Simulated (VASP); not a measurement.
# KBr (Fm-3m) in VASP: notebook

Runs on KBr. Level: PBEsol. Tasks: single point, relaxation of cell and atoms.

All numbers are computed with VASP 6.6.1; they aren't measurements. Logs are shortened: lines on timing, memory, paths and dates and some standing lists are left out, and cuts for length are marked.

## Step 1: The cell of the first run

The structure is cubic, space group Fm-3m (No. 225). Conventional cell: a = 6.549 Å, b = 6.549 Å, c = 6.549 Å, α = 90.00°, β = 90.00°, γ = 90.00°. Within 4.3 Å of K (site symmetry m-3m) lie 6 Br at 3.27 Å. Within 4.3 Å of Br (site symmetry m-3m) lie 6 K at 3.27 Å.

## Step 2: Single point, PBEsol

Contents of INCAR:

```
  PREC = Accurate
  ENCUT = 520
  EDIFF = 1E-6
  ISMEAR = -1
  SIGMA = 0.05
  LREAL = F
  LASPH = T
  NELM = 60
  ALGO = Normal
  ISIF = 2
  LWAVE = F
  LCHARG = F
  GGA = PS
  NBANDS = 15
```

Contents of KPOINTS:

```
Automatic mesh
0
Gamma
  10 10 10
```

Contents of POSCAR:

```
KBr
1.0
    3.2745281208      3.2745281208      0.0000000000
   -3.2745281208      3.2745281208      0.0000000000
    0.0000000000      3.2745281208      3.2745281208
K Br
1 1
Direct
    0.0000000000      0.0000000000      0.0000000000
    0.5000000000      0.5000000000      0.0000000000
```

Potentials or basis: VASP PAW PBE potentials, release 64 (K_sv, Br).

Command:

```bash
$ cat potpaw_PBE.64/K_sv/POTCAR potpaw_PBE.64/Br/POTCAR > POTCAR
$ mpirun -np 1 vasp_std > vasp.out
```

OUTCAR:

```text
PREC = Accurate
   ENCUT = 520
   EDIFF = 1E-6
   ISMEAR = -1
   LREAL = F
   LASPH = T
   NELM = 60
   ISIF = 2
   GGA = PS

 ion  position               nearest neighbor table
   1  0.000  0.000  0.000-   2 3.27   2 3.27   2 3.27   2 3.27   2 3.27   2 3.27
   2  0.500  0.500  0.000-   1 3.27   1 3.27   1 3.27   1 3.27   1 3.27   1 3.27

  LATTYP: Found a face centered cubic cell.
 ALAT       =     6.5490562416

  Lattice vectors:

 A1 = (   0.0000000000,   3.2745281208,   3.2745281208)
 A2 = (   3.2745281208,   0.0000000000,   3.2745281208)
 A3 = (   3.2745281208,   3.2745281208,   0.0000000000)

Analysis of symmetry for initial positions (statically):
=====================================================================
 Subroutine PRICEL returns:
 Original cell was already a primitive cell.

 Routine SETGRP: Setting up the symmetry group for a
 face centered cubic supercell.

 Subroutine GETGRP returns: Found 48 space group operations
 (whereof 48 operations were pure point group operations)
 out of a pool of 48 trial point group operations.

The static configuration has the point symmetry O_h .

Analysis of symmetry for dynamics (positions and initial velocities):
=====================================================================
 Subroutine PRICEL returns:
 Original cell was already a primitive cell.

 Routine SETGRP: Setting up the symmetry group for a
 face centered cubic supercell.

 Subroutine GETGRP returns: Found 48 space group operations
 (whereof 48 operations were pure point group operations)
 out of a pool of 48 trial point group operations.

The dynamic configuration has the point symmetry O_h .

 Subroutine INISYM returns: Found 48 space group operations
 (whereof 48 operations are pure point group operations),
 and found     1 'primitive' translations

----------------------------------------------------------------------------------------

                                     Primitive cell

  volume of cell :      70.2225

  direct lattice vectors                    reciprocal lattice vectors
     3.274528121  3.274528121  0.000000000     0.152693757  0.152693757 -0.152693757
    -3.274528121  3.274528121  0.000000000    -0.152693757  0.152693757 -0.152693757
     0.000000000  3.274528121  3.274528121     0.000000000  0.000000000  0.305387513

  length of vectors
     4.630882079  4.630882079  4.630882079     0.264473345  0.264473345  0.305387513

  position of ions in fractional coordinates (direct lattice)
     0.000000000  0.000000000  0.000000000
     0.500000000  0.500000000  0.000000000

  ion indices of the primitive-cell ions
   primitive index   ion index
                 1           1
                 2           2

----------------------------------------------------------------------------------------

 KPOINTS: Automatic mesh

Automatic generation of k-mesh.
 Grid dimensions read from file:
 generate k-points for:   10   10   10

 Generating k-lattice:

  Cartesian coordinates                     Fractional coordinates (reciprocal lattice)
     0.015269376  0.015269376 -0.015269376     0.100000000  0.000000000  0.000000000
    -0.015269376  0.015269376 -0.015269376     0.000000000  0.100000000  0.000000000
     0.000000000  0.000000000  0.030538751     0.000000000  0.000000000  0.100000000

  Length of vectors
     0.026447334  0.026447334  0.030538751

  Shift w.r.t. Gamma in fractional coordinates (k-lattice)
     0.000000000  0.000000000  0.000000000

 Subroutine IBZKPT returns following result:
 ===========================================

 Found     47 irreducible k-points:

 Following reciprocal coordinates:
            Coordinates               Weight
  0.000000  0.000000  0.000000      1.000000
  0.100000  0.000000  0.000000      8.000000
  0.200000  0.000000  0.000000      8.000000
  0.300000  0.000000  0.000000      8.000000
  0.400000  0.000000  0.000000      8.000000
  0.500000  0.000000  0.000000      4.000000
[... 16 lines left out ...]
  0.300000  0.300000  0.000000     12.000000
  0.400000  0.300000  0.000000     24.000000
 [... further k-points ...]
   k-points           NKPTS =     47   k-points in BZ     NKDIM =     47   number of bands    NBANDS=     15
   number of dos      NEDOS =    301   number of ions     NIONS =      2
   total plane-waves  NPLWV =  46656
   dimension x,y,z NGX =    36 NGY =   36 NGZ =   36
   dimension x,y,z NGXF=    72 NGYF=   72 NGZF=   72
   ions per type =               1   1
   NGX,Y,Z   is equivalent  to a cutoff of  12.92, 12.92, 12.92 a.u.
   NGXF,Y,Z  is equivalent  to a cutoff of  25.85, 25.85, 25.85 a.u.
 SYSTEM =  unknown system
   PREC   = accura    normal or accurate (medium, high low for compatibility)
   ISTART =      0    job   : 0-new  1-cont  2-samecut
   ICHARG =      2    charge: 1-file 2-atom 10-const
   ISPIN  =      1    spin polarized calculation?
   LNONCOLLINEAR =      F non collinear calculations
   LSORBIT =      F    spin-orbit coupling
   LASPH  =      T    aspherical Exc in radial PAW
   ENCUT  =  520.0 eV  38.22 Ry    6.18 a.u.   8.61  8.61  8.61*2*pi/ulx,y,z
   NELM   =     60;   NELMIN=  2; NELMDL= -5     # of ELM steps
   EDIFF  = 0.1E-05   stopping-criterion for ELM
   LREAL  =      F    real-space projection
   EDIFFG = 0.1E-04   stopping-criterion for IOM
   NSW    =      0    number of steps for IOM
   IBRION =     -1    ionic relax: 0-MD 1-quasi-New 2-CG
   NFREE  =      0    steps in history (QN), initial steepest desc. (CG)
   ISIF   =      2    stress and relaxation
   ISYM   =      2    0-nonsym 1-usesym 2-fastsym
   POTIM  = 0.5000    time-step for ionic-motion
   TEBEG  =    0.0;   TEEND  =   0.0 temperature during run
   PSTRESS=    0.0 pullay stress
   NELECT =      16.0000    total number of electrons
   NUPDOWN=      -1.0000    fix difference up-down
   EMIN   =  10.00;   EMAX   =-10.00  energy-range for DOS
   EFERMI =   0.00;   METHOD = LEGACY
   ISMEAR =    -1;   SIGMA  =   0.05  broadening in eV -4-tet -1-fermi 0-gaus
   EFERMI_NEDOS =   21; number of points for ismear=-14 and -15
   IALGO  =     38    algorithm
   IMIX   =      4    mixing-type and parameters
     AMIX     =   0.40;   BMIX     =  1.00
     AMIX_MAG =   1.60;   BMIX_MAG =  1.00
  volume/ion in A,a.u.               =      35.11       236.94
  Fermi-wavevector in a.u.,A,eV,Ry     =   0.999899  1.889535 13.603076  0.999798
  Thomas-Fermi vector in A             =   2.132220
   LORBIT       =      0    0 simple, 1 ext, 2 COOP (PROOUT), +10 PAW based schemes
   GGA     = PS    functional components
   LHFCALC =     F    Hartree Fock is set to
   AEXX    =    0.0000 exact exchange contribution
   IVDW    =     0    specifies the selected vdW correction
   LEPSILON=     F    determine dielectric tensor
   LRPA    =     F    only Hartree local field effects (RPA)
 non-spin polarized calculation
  energy-cutoff  :      520.00
  volume of cell :       70.22
 maximum number of plane-waves:      1917
 NGX is ok and might be reduce to    36
   NGX = 17   NGY = 17   NGZ = 17

 number of electron      16.0000000 magnetization

 Free energy of the ion-electron system (eV)
  ---------------------------------------------------
  ext. energy  EPLUGINS =         0.00000000
  ---------------------------------------------------
  free energy    TOTEN  =        -6.45985744 eV

  energy without entropy =       -6.45985744  energy(sigma->0) =       -6.45985744

 E-fermi :  -0.6459     XC(G=0):  -7.6435

 val. band max:       -1.7340620228   @ k =   0.0000   0.0000   0.0000
 cond. band min:       2.6019020835   @ k =   0.0000   0.0000   0.0000
 fundamental gap:      4.3359641063
 Fermi energy:        -0.6458583234

 k-point     1 :       0.0000    0.0000    0.0000
  band No.  band energies     occupation
      1     -29.2975      2.00000
      2     -14.0700      2.00000
      3     -12.8424      2.00000
      4     -12.8424      2.00000
      5     -12.8424      2.00000
      6      -1.7341      2.00000
      7      -1.7341      2.00000
      8      -1.7341      2.00000
      9       2.6019      0.00000
     10       5.7949      0.00000
     11       5.7949      0.00000
     12       5.7949      0.00000
     13       6.6492      0.00000
     14       6.6492      0.00000
     15       9.7116      0.00000

 k-point     2 :       0.1000    0.0000    0.0000
  band No.  band energies     occupation
      1     -29.2969      2.00000
      2     -14.0886      2.00000
      3     -12.8429      2.00000
      4     -12.8429      2.00000
      5     -12.8165      2.00000
      6      -1.8953      2.00000
      7      -1.7714      2.00000
      8      -1.7714      2.00000
      9       2.8715      0.00000
     10       5.7142      0.00000
     11       5.9182      0.00000
     12       5.9182      0.00000
     13       6.7865      0.00000
     14       6.7865      0.00000
     15      10.1039      0.00000

 k-point     3 :       0.2000    0.0000    0.0000
  band No.  band energies     occupation
      1     -29.2952      2.00000
      2     -14.1343      2.00000
      3     -12.8445      2.00000
      4     -12.8445      2.00000
      5     -12.7519      2.00000
      6      -2.2588      2.00000
      7      -1.8659      2.00000
      8      -1.8659      2.00000
      9       3.5220      0.00000
     10       5.6306      0.00000
     11       6.2704      0.00000
     12       6.2704      0.00000
     13       7.1806      0.00000
     14       7.1806      0.00000
     15      10.8631      0.00000

 k-point     4 :       0.3000    0.0000    0.0000
  band No.  band energies     occupation
      1     -29.2931      2.00000
      2     -14.1857      2.00000
      3     -12.8463      2.00000
      4     -12.8463      2.00000
      5     -12.6767      2.00000
      6      -2.6330      2.00000
      7      -1.9769      2.00000
      8      -1.9769      2.00000
      9       4.2091      0.00000
     10       5.7977      0.00000
     11       6.8117      0.00000
     12       6.8117      0.00000
     13       7.7583      0.00000
     14       7.7583      0.00000
     15      10.1075      0.00000
[... 307 lines left out ...]
 k-point    22 :      -0.2000    0.2000    0.0000
  band No.  band energies     occupation
      1     -29.2945      2.00000
      2     -14.1159      2.00000
      3     -12.8565      2.00000
      4     -12.8565      2.00000
      5     -12.7584      2.00000
      6      -2.3470      2.00000
      7      -1.8577      2.00000
      8      -1.8577      2.00000
      9       3.6949      0.00000
     10       4.9418      0.00000
     11       6.7930      0.00000
     12       6.7930      0.00000
     13       6.9412      0.00000
     14       7.6020      0.00000
     15      10.8441      0.00000

 k-point    23 :       0.3000    0.3000    0.0000
  band No.  band energies     occupation
      1     -29.2898      2.00000
      2     -14.1383      2.00000
      3     -12.9054      2.00000
      4     -12.8565      2.00000
      5     -12.6930      2.00000
      6      -2.6730      2.00000
      7      -2.2978      2.00000
      8      -2.1056      2.00000
      9       5.3205      0.00000
     10       5.9663      0.00000
     11       6.8267      0.00000
     12       7.7083      0.00000
     13       7.7177      0.00000
     14       9.1860      0.00000
     15       9.4903      0.00000

 k-point    24 :       0.4000    0.3000    0.0000
  band No.  band energies     occupation
      1     -29.2893      2.00000
      2     -14.1002      2.00000
      3     -12.9134      2.00000
      4     -12.8652      2.00000
      5     -12.7365      2.00000
      6      -2.5883      2.00000
      7      -2.3584      2.00000
      8      -2.0952      2.00000
      9       4.9851      0.00000
     10       6.2927      0.00000
     11       6.8195      0.00000
     12       7.4756      0.00000
     13       8.2385      0.00000
     14       8.5437      0.00000
     15       9.6821      0.00000

 [... further k-points ...]
[... 5 lines left out ...]
  --------------------------------------------------------------------------------------
  -------------------------------------------------------------------------------------
  Total        0.0284267      0.0284267      0.0284267      0.0000000      0.0000000      0.0000000
  in kB        0.6485752      0.6485752      0.6485752      0.0000000      0.0000000      0.0000000
  external PRESSURE =       0.6485752 kB  Pullay stress =       0.0000000 kB

 VOLUME and BASIS-vectors are now :
 -----------------------------------------------------------------------------
  energy-cutoff  :      520.00
  volume of cell :       70.22
      direct lattice vectors                 reciprocal lattice vectors
     3.274528121  3.274528121  0.000000000     0.152693757  0.152693757 -0.152693757
    -3.274528121  3.274528121  0.000000000    -0.152693757  0.152693757 -0.152693757
     0.000000000  3.274528121  3.274528121     0.000000000  0.000000000  0.305387513

 POSITION                                       TOTAL-FORCE (eV/Angst)
 -----------------------------------------------------------------------------------
      0.00000      0.00000      0.00000         0.000000     -0.000000      0.000000
      0.00000      3.27453      0.00000         0.000000      0.000000      0.000000
 -----------------------------------------------------------------------------------
    total drift:                               -0.000000      0.000000     -0.000000

  FREE ENERGIE OF THE ION-ELECTRON SYSTEM (eV)
  ---------------------------------------------------
  free  energy   TOTEN  =        -6.4598574374 eV

  energy  without entropy=       -6.4598574373  energy(sigma->0) =       -6.45985744
```

Run time: 29 s. Hardware: 1 thread of Intel Xeon Platinum 8488C (Sapphire Rapids), shared host; peak memory 0.22 GiB.

Results:

```
Free energy            : -6.4599 eV
Pressure               : 0.1 GPa
Band gap on the k mesh : 4.34 eV, direct
```

Caveat: the PAW data sets were made with another functional, which shifts forces and pressure a little. Expect the measured gap to be larger: semilocal functionals such as PBEsol lack the derivative discontinuity.

## Step 3: Relaxation of cell and atoms, PBEsol, target pressure -2 GPa, at which the enthalpy is minimised

Contents of INCAR:

```
PREC = Accurate
ENCUT = 600
EDIFF = 1E-6
ISMEAR = 0
SIGMA = 0.01
LREAL = False
LASPH = True
NELM = 60
ALGO = Normal
ISIF = 3
LWAVE = False
LCHARG = False
GGA = PS
IBRION = 2
NSW = 100
EDIFFG = -0.002
PSTRESS = -20.0
```

Contents of KPOINTS:

```
regular mesh
0
Gamma
  6 6 6
```

POSCAR is that of step 2.

Potentials or basis: VASP PAW PBE potentials, release 64 (K_sv, Br).

Command:

```bash
$ cat potpaw_PBE.64/K_sv/POTCAR potpaw_PBE.64/Br/POTCAR > POTCAR
$ mpirun -np 1 vasp_std > vasp.out
```

Run time: 57 s. Hardware: 1 thread of Intel Xeon Platinum 8488C (Sapphire Rapids), shared host; peak memory 0.25 GiB.

The run converged. Its results:

| Quantity | Value |
| --- | --- |
| Free energy | -6.3198 eV |
| Relaxed volume | 44.24 Å³/atom |
| Relaxed cell | a = 5.002 Å, b = 5.002 Å, c = 5.002 Å, α = 60.00°, β = 60.00°, γ = 90.00° |
| Space group after relaxing (to 0.05 Å) | Fm-3m (No. 225) |
| Energy change on relaxing (the enthalpy is what falls) | +70.0 meV/atom |
| Ionic steps | 5 |
| Pressure after relaxing | -2.0 GPa |
| Band gap on the k mesh | 3.84 eV, direct |

The path:
```tsv
step	energy change (eV)	largest force (eV/Å)	pressure (GPa)	volume (Å³)
1	0.0000	0.0000	0.07	70.22
2	0.0117	0.0000	-0.80	74.94
3	0.0762	0.0000	-1.67	82.96
4	0.1177	0.0000	-1.90	86.65
5	0.1401	0.0000	-1.99	88.49
```

Final structure:
```cif
data_structure
_symmetry_space_group_name_H-M 'P 1'
_symmetry_Int_Tables_number 1
_cell_length_a 5.0019
_cell_length_b 5.0019
_cell_length_c 5.0019
_cell_angle_alpha 60.000
_cell_angle_beta 60.000
_cell_angle_gamma 90.000
_cell_volume 88.49
loop_
_atom_site_label
_atom_site_type_symbol
_atom_site_fract_x
_atom_site_fract_y
_atom_site_fract_z
_atom_site_occupancy
K1 K 0.00000 0.00000 0.00000 1
Br1 Br 0.50000 0.50000 0.00000 1
```

Levels at points of the mesh, in eV from the valence-band top:
```
           k point  band 6  band 7  band 8  band 9  band 10  band 11
(0.00, 0.00, 0.00)    0.00    0.00    0.00    3.84     7.44     7.44
(0.50, 0.00, 0.00)   -0.84   -0.20   -0.20    6.03     7.33     9.15
(0.50, 0.50, 0.00)   -0.62   -0.22   -0.22    5.92     6.40     8.31
```

Caveat: the cell is relaxed towards a set pressure, so the enthalpy falls and the energy may rise; the volume moved by over 15 % at a fixed basis, so the end points are rough; the PAW data sets were made with another functional, which shifts forces and pressure a little.
